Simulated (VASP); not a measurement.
Runs of VASP 6.6.1 on Te2Mo. The structure is that of space group Cm (No. 8), or close to it. The cells are those of the table. 

```csv
cell,gap on the mesh (eV),pressure (GPa),largest force (eV/Å)
"a = 3.373, b = 3.373, c = 8.158 Å, angles 90.0, 90.0, 120.0°, 3 atoms",(a),-0.4,1.10
"a = 3.495, b = 3.495, c = 7.625 Å, angles 90.0, 90.0, 120.0°, 3 atoms",0.96,0.7,1.11
"a = 3.414, b = 3.414, c = 7.981 Å, angles 90.0, 90.0, 120.0°, 3 atoms",(d),(c),(b)
"a = 3.536, b = 3.536, c = 7.447 Å, angles 90.0, 90.0, 120.0°, 3 atoms",0.97,1.4,1.30
```

Alike in all rows: task single point; level PBE+D3(BJ); potentials or basis VASP PAW PBE potentials, release 64 (Te, Mo_sv); no spin polarisation; k mesh 9 × 9 × 4; cutoff (eV) 520; smearing gaussian 0.05 eV.

Task: Fill in the values left out.

Result: (a) 0.51; (b) 1.01; (c) -0.2; (d) 0.74.

Caveats: spin-orbit coupling is left out, which moves the levels of the heavy elements; forces of over 1 eV/Å act on the atoms, so gaps and moduli don't describe the material at rest.

A k mesh can miss the band edges, and the runs leave out spin-orbit coupling on Mo, Te.
